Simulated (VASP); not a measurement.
A run of VASP 6.6.1 is set up as follows.

The input INCAR:

```
PREC     = Accurate       # precision mode
ENCUT    = 520            # plane-wave cutoff, eV
EDIFF    = 1E-8           # SCF threshold, eV
ISMEAR   = -1             # smearing method
SIGMA    = 0.05           # smearing width, eV
LREAL    = False          # projectors in reciprocal space
LASPH    = True           # aspherical terms in the spheres
NELM     = 100            # most SCF steps
ALGO     = Normal         # electronic algorithm
ISIF     = 2              # what is computed and relaxed
LWAVE    = False          # write WAVECAR
LCHARG   = False          # write CHGCAR
GGA      = PS             # functional
LEFG     = True         
NBANDS   = 15             # bands
```

The input KPOINTS:

```
regular mesh
0
Gamma
  13 13 11
```

The input POSCAR:

```
HfB2
1.0
    3.1813206298      0.0000000000      0.0000000000
   -1.5906603150      2.7551044830      0.0000000000
    0.0000000000      0.0000000000      3.5257947253
Hf B
1 2
Direct
    0.0000000000      0.0000000000      0.0000000000
    0.3333333333      0.6666666667      0.5000000000
    0.6666666667      0.3333333333      0.5000000000
```

Potentials or basis: VASP PAW PBE potentials, release 64 (Hf_pv, B).

Command:

```bash
$ cat potpaw_PBE.64/Hf_pv/POTCAR potpaw_PBE.64/B/POTCAR > POTCAR
$ mpirun -np 1 vasp_std > vasp.out
```

Question: Estimate the band gap on the k mesh.

Answer: Zero (bands 8 and 9 overlap by 0.97 eV).

Question: Predict the pressure.

Answer: -13.5 GPa.

Electric field gradients, principal values (V/Å²):
```tsv
atom	least	middle	greatest (by size)
1 Hf	-39.191	-39.192	78.383
2 B	-0.834	-0.834	1.668
3 B	-0.834	-0.834	1.668
```

Caveat: the cell stands under tension; without QUAD_EFG the Cq values of the log hold for a quadrupole moment of 1 mb, not for the nuclei; the PAW data sets were made with another functional, which shifts forces and pressure a little; spin-orbit coupling is left out, which moves the levels of the heavy elements.
